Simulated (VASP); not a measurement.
Write the native input for VASP 6.6.1 that does the following.

| Property | Result |
| --- | --- |
| Task | single point |
| Functional | PBEsol |
| Potentials or basis | VASP PAW PBE potentials, release 64 (Cd, S) |
| Cutoff | 500 eV |
| k mesh | 6 × 6 × 6 |
| Occupations | gaussian, width 0.01 eV |
| Spin | no spin polarisation |
| Dipole correction | no |
| Further INCAR settings | ALGO = Normal; EDIFF = 1e-06; NBANDS = 16 |

The structure of CdS lies in POSCAR:

```
CdS
1.0
    0.0000000000      2.8421190342      2.8421190342
    2.8421190342      0.0000000000      2.8421190342
    2.8421190342      2.8421190342      0.0000000000
Cd S
1 1
Direct
    0.0000000000      0.0000000000      0.0000000000
    0.5000000000      0.5000000000      0.5000000000
```

These files were run (other wordings do the same):

INCAR

```
  PREC = Accurate
  ENCUT = 500
  EDIFF = 1E-6
  ISMEAR = 0
  SIGMA = 0.01
  LREAL = F
  LASPH = T
  NELM = 120
  ALGO = Normal
  ISIF = 2
  LWAVE = F
  LCHARG = F
  GGA = PS
  NBANDS = 16
  GGA_COMPAT = F
```

KPOINTS

```
Automatic mesh
0
Gamma
  6 6 6
```

Potentials or basis: VASP PAW PBE potentials, release 64 (Cd, S).

The run is started by

```sh
$ cat potpaw_PBE.64/Cd/POTCAR potpaw_PBE.64/S/POTCAR > POTCAR
$ mpirun -np 1 vasp_std > vasp.out
```

It gave:

```json
{"Pressure": "-8.8 GPa", "Band gap on the k mesh": "0.12 eV, indirect (least direct gap 0.85 eV)"}
```

Caveat: the PAW data sets were made with another functional, which shifts forces and pressure a little.

Run time: 23 s on 1 thread of Intel Xeon 8259CL, on a shared host, peak memory 0.17 GiB.
